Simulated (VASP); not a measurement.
# BaTiO3 in VASP: further runs

The runs below take BaTiO3 through single point, with PBE.

Program: VASP 6.6.1. These are calculated values, not measurements. Logs are shortened: lines on timing, memory, paths and dates and some standing lists are left out, and cuts for length are marked.

### 1 The cell of the first run

The typed cell holds 5 atoms: a = 3.891 Å, b = 3.891 Å, c = 3.891 Å, α = 90.00°, β = 90.00°, γ = 90.00°.

### 2 Single point, PBE (volume scaled by 0.88, then relaxed in part)

File INCAR:

```
  ALGO = Normal
  EDIFF = 1E-7
  ENCUT = 520
  GGA = PE
  ISIF = 2
  ISMEAR = 0
  LASPH = T
  LCHARG = F
  LREAL = F
  LWAVE = F
  NBANDS = 28
  NELM = 80
  PREC = Accurate
  SIGMA = 0.02
```

File KPOINTS:

```
k-points
0
Gamma
  6 6 6
```

File POSCAR:

```
BaTiO3
1.0
    2.7510499436      1.5883194255      2.2462248023
   -2.7510499436      1.5883194255      2.2462248023
    0.0000000000     -3.1766388510      2.2462248023
Ba Ti O
1 1 3
Direct
    0.0038200548      0.0038200548      0.0038200548
    0.5037679679      0.5037679679      0.5037679679
    0.5038644829      0.5038644829      0.0038830116
    0.0038830116      0.5038644829      0.5038644829
    0.5038644829      0.0038830116      0.5038644829
```

Potentials or basis: VASP PAW PBE potentials, release 64 (Ba_sv, Ti_sv, O).

Run with:

```
> cat potpaw_PBE.64/Ba_sv/POTCAR potpaw_PBE.64/Ti_sv/POTCAR potpaw_PBE.64/O/POTCAR > POTCAR
> mpirun -np 1 vasp_std > vasp.out
```

OUTCAR:

```text
EDIFF = 1E-7
   ENCUT = 520
   GGA = PE
   ISIF = 2
   ISMEAR = 0
   LASPH = T
   LREAL = F
   NELM = 80
   PREC = Accurate

 ion  position               nearest neighbor table
   1  0.004  0.004  0.004-   4 2.75   5 2.75   3 2.75   3 2.75   3 2.75   5 2.75   5 2.75   4 2.75
                             4 2.75   4 2.75   5 2.75   3 2.75   2 3.37   2 3.37   2 3.37   2 3.37
   2  0.504  0.504  0.504-   4 1.94   5 1.94   3 1.94   5 1.95   4 1.95   3 1.95   1 3.37   1 3.37
                             1 3.37   1 3.37   1 3.37   1 3.37   1 3.37   1 3.37
   3  0.504  0.504  0.004-   2 1.94   2 1.95   1 2.75   1 2.75   1 2.75   1 2.75
   4  0.004  0.504  0.504-   2 1.94   2 1.95   1 2.75   1 2.75   1 2.75   1 2.75
   5  0.504  0.004  0.504-   2 1.94   2 1.95   1 2.75   1 2.75   1 2.75   1 2.75

  LATTYP: Found a simple cubic cell.
 ALAT       =     3.8905732549

  Lattice vectors:

 A1 = (   2.7510499436,   1.5883194255,   2.2462248023)
 A2 = (  -2.7510499436,   1.5883194255,   2.2462248023)
 A3 = (   0.0000000000,  -3.1766388510,   2.2462248023)

Analysis of symmetry for initial positions (statically):
=====================================================================
 Subroutine PRICEL returns:
 Original cell was already a primitive cell.

 Routine SETGRP: Setting up the symmetry group for a
 simple cubic supercell.

 Subroutine GETGRP returns: Found  6 space group operations
 (whereof  6 operations were pure point group operations)
 out of a pool of 48 trial point group operations.

The static configuration has the point symmetry C_3v.

Analysis of symmetry for dynamics (positions and initial velocities):
=====================================================================
 Subroutine PRICEL returns:
 Original cell was already a primitive cell.

 Routine SETGRP: Setting up the symmetry group for a
 simple cubic supercell.

 Subroutine GETGRP returns: Found  6 space group operations
 (whereof  6 operations were pure point group operations)
 out of a pool of 48 trial point group operations.

The dynamic configuration has the point symmetry C_3v.

 Subroutine INISYM returns: Found  6 space group operations
 (whereof  6 operations are pure point group operations),
 and found     1 'primitive' translations

----------------------------------------------------------------------------------------

                                     Primitive cell

  volume of cell :      58.8899

  direct lattice vectors                    reciprocal lattice vectors
     2.751049944  1.588319425  2.246224802     0.181748791  0.104932713  0.148397139
    -2.751049944  1.588319425  2.246224802    -0.181748791  0.104932713  0.148397139
     0.000000000 -3.176638851  2.246224802     0.000000000 -0.209865426  0.148397139

  length of vectors
     3.890573255  3.890573255  3.890573255     0.257031531  0.257031531  0.257031531

  position of ions in fractional coordinates (direct lattice)
     0.003820055  0.003820055  0.003820055
     0.503767968  0.503767968  0.503767968
     0.503864483  0.503864483  0.003883012
     0.003883012  0.503864483  0.503864483
     0.503864483  0.003883012  0.503864483

  ion indices of the primitive-cell ions
   primitive index   ion index
                 1           1
                 2           2
                 3           3
                 4           4
                 5           5

----------------------------------------------------------------------------------------

 KPOINTS: k-points

Automatic generation of k-mesh.
 Grid dimensions read from file:
 generate k-points for:    6    6    6

 Generating k-lattice:

  Cartesian coordinates                     Fractional coordinates (reciprocal lattice)
     0.030291465  0.017488786  0.024732856     0.166666667 -0.000000000 -0.000000000
    -0.030291465  0.017488786  0.024732856    -0.000000000  0.166666667 -0.000000000
     0.000000000 -0.034977571  0.024732856    -0.000000000 -0.000000000  0.166666667

  Length of vectors
     0.042838588  0.042838588  0.042838588

  Shift w.r.t. Gamma in fractional coordinates (k-lattice)
     0.000000000  0.000000000  0.000000000

 Subroutine IBZKPT returns following result:
 ===========================================

 Found     32 irreducible k-points:

 Following reciprocal coordinates:
            Coordinates               Weight
  0.000000  0.000000  0.000000      1.000000
  0.166667 -0.000000 -0.000000      6.000000
  0.333333 -0.000000 -0.000000      6.000000
  0.500000 -0.000000  0.000000      3.000000
  0.166667  0.166667 -0.000000      6.000000
 -0.166667  0.166667  0.000000      6.000000
[... 16 lines left out ...]
 -0.166667  0.333333  0.333333      6.000000
  0.500000  0.333333  0.166667     12.000000
 [... further k-points ...]
   k-points           NKPTS =     32   k-points in BZ     NKDIM =     32   number of bands    NBANDS=     28
   number of dos      NEDOS =    301   number of ions     NIONS =      5
   total plane-waves  NPLWV =  27000
   dimension x,y,z NGX =    30 NGY =   30 NGZ =   30
   dimension x,y,z NGXF=    60 NGYF=   60 NGZF=   60
   ions per type =               1   1   3
   NGX,Y,Z   is equivalent  to a cutoff of  12.82, 12.82, 12.82 a.u.
   NGXF,Y,Z  is equivalent  to a cutoff of  25.64, 25.64, 25.64 a.u.
 SYSTEM =  unknown system
   PREC   = accura    normal or accurate (medium, high low for compatibility)
   ISTART =      0    job   : 0-new  1-cont  2-samecut
   ICHARG =      2    charge: 1-file 2-atom 10-const
   ISPIN  =      1    spin polarized calculation?
   LNONCOLLINEAR =      F non collinear calculations
   LSORBIT =      F    spin-orbit coupling
   LASPH  =      T    aspherical Exc in radial PAW
   ENCUT  =  520.0 eV  38.22 Ry    6.18 a.u.   7.23  7.23  7.23*2*pi/ulx,y,z
   NELM   =     80;   NELMIN=  2; NELMDL= -5     # of ELM steps
   EDIFF  = 0.1E-06   stopping-criterion for ELM
   LREAL  =      F    real-space projection
   EDIFFG = 0.1E-05   stopping-criterion for IOM
   NSW    =      0    number of steps for IOM
   IBRION =     -1    ionic relax: 0-MD 1-quasi-New 2-CG
   NFREE  =      0    steps in history (QN), initial steepest desc. (CG)
   ISIF   =      2    stress and relaxation
   ISYM   =      2    0-nonsym 1-usesym 2-fastsym
   POTIM  = 0.5000    time-step for ionic-motion
   TEBEG  =    0.0;   TEEND  =   0.0 temperature during run
   PSTRESS=    0.0 pullay stress
   NELECT =      40.0000    total number of electrons
   NUPDOWN=      -1.0000    fix difference up-down
   EMIN   =  10.00;   EMAX   =-10.00  energy-range for DOS
   EFERMI =   0.00;   METHOD = LEGACY
   ISMEAR =     0;   SIGMA  =   0.02  broadening in eV -4-tet -1-fermi 0-gaus
   EFERMI_NEDOS =   21; number of points for ismear=-14 and -15
   IALGO  =     38    algorithm
   IMIX   =      4    mixing-type and parameters
     AMIX     =   0.40;   BMIX     =  1.00
     AMIX_MAG =   1.60;   BMIX_MAG =  1.00
  volume/ion in A,a.u.               =      11.78        79.48
  Fermi-wavevector in a.u.,A,eV,Ry     =   1.439068  2.719444 28.176521  2.070916
  Thomas-Fermi vector in A             =   2.557964
   LORBIT       =      0    0 simple, 1 ext, 2 COOP (PROOUT), +10 PAW based schemes
   GGA     = PE    functional components
   LHFCALC =     F    Hartree Fock is set to
   AEXX    =    0.0000 exact exchange contribution
   IVDW    =     0    specifies the selected vdW correction
   LEPSILON=     F    determine dielectric tensor
   LRPA    =     F    only Hartree local field effects (RPA)
 non-spin polarized calculation
 Gauss-broadening in eV      SIGMA  =   0.02
  energy-cutoff  :      520.00
  volume of cell :       58.89
 maximum number of plane-waves:      1622
 NGX is ok and might be reduce to    30
   NGX = 15   NGY = 15   NGZ = 15

 number of electron      40.0000002 magnetization

 Free energy of the ion-electron system (eV)
  ---------------------------------------------------
  ext. energy  EPLUGINS =         0.00000000
  ---------------------------------------------------
  free energy    TOTEN  =       -39.55544196 eV

  energy without entropy =      -39.55544196  energy(sigma->0) =      -39.55544196

 E-fermi :   4.7504     XC(G=0): -11.7152

 val. band max:        4.5181336316   @ k =   0.5000   0.5000   0.5000
 cond. band min:       6.4267112334   @ k =   0.0000   0.0000   0.0000
 fundamental gap:      1.9085776017
 Fermi energy:         4.7504376718

 k-point     1 :       0.0000    0.0000    0.0000
  band No.  band energies     occupation
      1     -51.7535      2.00000
      2     -28.0172      2.00000
      3     -28.0172      2.00000
      4     -28.0172      2.00000
      5     -20.1303      2.00000
      6     -12.5538      2.00000
[... 20 lines left out ...]
     27       9.6720      0.00000
     28      12.8922      0.00000

 k-point     2 :       0.1667   -0.0000   -0.0000
  band No.  band energies     occupation
      1     -51.7531      2.00000
      2     -28.0377      2.00000
      3     -28.0164      2.00000
      4     -28.0164      2.00000
      5     -20.0841      2.00000
      6     -12.6115      2.00000
[... 20 lines left out ...]
     27      10.2775      0.00000
     28      13.5653      0.00000

 k-point     3 :       0.3333   -0.0000   -0.0000
  band No.  band energies     occupation
      1     -51.7522      2.00000
      2     -28.0780      2.00000
      3     -28.0148      2.00000
      4     -28.0148      2.00000
      5     -19.9886      2.00000
      6     -12.8394      2.00000
[... 20 lines left out ...]
     27      11.6894      0.00000
     28      13.1879      0.00000

 k-point     4 :       0.5000   -0.0000    0.0000
  band No.  band energies     occupation
      1     -51.7518      2.00000
      2     -28.0980      2.00000
      3     -28.0141      2.00000
      4     -28.0141      2.00000
      5     -19.9391      2.00000
      6     -12.9731      2.00000
[... 578 lines left out ...]
     27      13.3151      0.00000
     28      13.4073      0.00000

 k-point    23 :      -0.1667    0.3333    0.3333
  band No.  band energies     occupation
      1     -51.7506      2.00000
      2     -28.0735      2.00000
      3     -28.0724      2.00000
      4     -28.0320      2.00000
      5     -19.8632      2.00000
      6     -12.3779      2.00000
[... 20 lines left out ...]
     27      13.3151      0.00000
     28      13.4073      0.00000

 k-point    24 :       0.5000    0.3333    0.1667
  band No.  band energies     occupation
      1     -51.7501      2.00000
      2     -28.0923      2.00000
      3     -28.0716      2.00000
      4     -28.0312      2.00000
      5     -19.8312      2.00000
      6     -12.3201      2.00000
[... 20 lines left out ...]
     27      13.1616      0.00000
     28      13.6698      0.00000

 [... further k-points ...]
[... 5 lines left out ...]
  --------------------------------------------------------------------------------------
  -------------------------------------------------------------------------------------
  Total        8.1868605      8.1868605      8.1865735      0.0000000      0.0000000      0.0000000
  in kB      222.7343400    222.7343400    222.7265331      0.0000000      0.0000000      0.0000000
  external PRESSURE =     222.7317377 kB  Pullay stress =       0.0000000 kB

 VOLUME and BASIS-vectors are now :
 -----------------------------------------------------------------------------
  energy-cutoff  :      520.00
  volume of cell :       58.89
      direct lattice vectors                 reciprocal lattice vectors
     2.751049944  1.588319425  2.246224802     0.181748791  0.104932713  0.148397139
    -2.751049944  1.588319425  2.246224802    -0.181748791  0.104932713  0.148397139
     0.000000000 -3.176638851  2.246224802     0.000000000 -0.209865426  0.148397139

 POSITION                                       TOTAL-FORCE (eV/Angst)
 -----------------------------------------------------------------------------------
      0.00000      0.00000      0.02574         0.000000     -0.000000      0.000201
      0.00000      0.00000      3.39473         0.000000     -0.000000      0.001104
      0.00000      1.58826      2.27231         0.000000      0.000923     -0.000435
     -1.37547     -0.79413      2.27231        -0.000799     -0.000461     -0.000435
      1.37547     -0.79413      2.27231         0.000799     -0.000461     -0.000435
 -----------------------------------------------------------------------------------
    total drift:                               -0.000000     -0.000007     -0.000890

  FREE ENERGIE OF THE ION-ELECTRON SYSTEM (eV)
  ---------------------------------------------------
  free  energy   TOTEN  =       -39.5554419639 eV

  energy  without entropy=      -39.5554419639  energy(sigma->0) =      -39.55544196
```

It took 53 s on 1 thread of Intel Xeon Platinum 8259CL at 2.50GHz (Skylake/Cascade Lake), shared host; peak memory 0.2 GiB.

Results:

```
Free energy            : -39.5554 eV
Pressure               : 22.3 GPa
Band gap on the k mesh : 1.91 eV, indirect (least direct gap 1.96 eV)
```

Levels at points of the mesh, in eV from the valence-band top:
```tsv
k point	band 16	band 17	band 18	band 19	band 20	band 21	band 22	band 23	band 24	band 25
(0.00, 0.00, 0.00)	-1.23	-1.23	-0.05	-0.05	-0.05	1.91	1.91	1.91	4.50	4.50
(0.50, 0.00, 0.00)	-2.05	-1.92	-1.92	-0.70	-0.70	2.11	3.93	3.93	4.53	6.78
(0.50, 0.50, 0.00)	-3.01	-1.67	-0.81	-0.81	-0.10	3.94	3.94	4.39	5.50	8.34
(0.50, 0.50, 0.50)	-2.34	-2.34	0.00	0.00	0.00	4.71	4.71	4.71	7.12	7.12
```

Caveat: spin-orbit coupling is left out, which moves the levels of the heavy elements. A k mesh can miss the band edges.

### 3 Single point, PBE (volume scaled by 0.91, then relaxed in part)

INCAR, as its differences from that of step 2:

```diff
@@ -7,4 +7,6 @@
   LASPH = T
-  LCHARG = F
+  LCHARG = T
+  LELF = T
   LREAL = F
+  LVHAR = T
   LWAVE = F
```

KPOINTS is that of step 2.

File POSCAR:

```
BaTiO3
1.0
    2.7813049230      1.6057871460      2.2725407478
   -2.7813049230      1.6057871460      2.2725407478
    0.0000000000     -3.2115742920      2.2725407478
Ba Ti O
1 1 3
Direct
    0.0012937342      0.0012937342      0.0012937342
    0.4953272758      0.4953272758      0.4953272758
    0.5069161544      0.5069161544      0.0087466812
    0.0087466812      0.5069161544      0.5069161544
    0.5069161544      0.0087466812      0.5069161544
```

Potentials or basis: VASP PAW PBE potentials, release 64 (Ba_sv, Ti_sv, O).

Run with:

```
> cat potpaw_PBE.64/Ba_sv/POTCAR potpaw_PBE.64/Ti_sv/POTCAR potpaw_PBE.64/O/POTCAR > POTCAR
> mpirun -np 1 vasp_std > vasp.out
```

Wall time 54 s (1 thread of Intel Xeon Platinum 8259CL at 2.50GHz (Skylake/Cascade Lake), shared host); peak memory 0.2 GiB.

The run converged. Its results:

* Free energy: -39.7851 eV
* Pressure: 14.8 GPa
* Largest force: 0.027 eV/Å
* Band gap on the k mesh: 1.98 eV, indirect (least direct gap 2.13 eV)

Forces on the atoms (eV/Å):
```
Ba   0.000  0.000  0.020
Ti   0.000  0.000  0.027
O    0.000  0.010 -0.016
O   -0.009 -0.005 -0.016
O    0.009 -0.005 -0.016
```

Levels at points of the mesh, in eV from the valence-band top:
```tsv
k point	band 17	band 18	band 19	band 20	band 21	band 22	band 23	band 24
(0.00, 0.00, 0.00)	-1.17	-0.20	-0.15	-0.15	1.98	1.98	2.03	4.38
(0.50, 0.00, 0.00)	-1.87	-1.82	-0.77	-0.73	2.17	3.80	3.83	4.38
(0.50, 0.50, 0.00)	-1.67	-0.84	-0.83	-0.10	3.83	3.83	4.25	5.25
(0.50, 0.50, 0.50)	-2.36	0.00	0.00	0.00	4.51	4.55	4.55	6.94
```

Caveat: spin-orbit coupling is left out, which moves the levels of the heavy elements. A k mesh can miss the band edges.

[end of part 1 of 2]
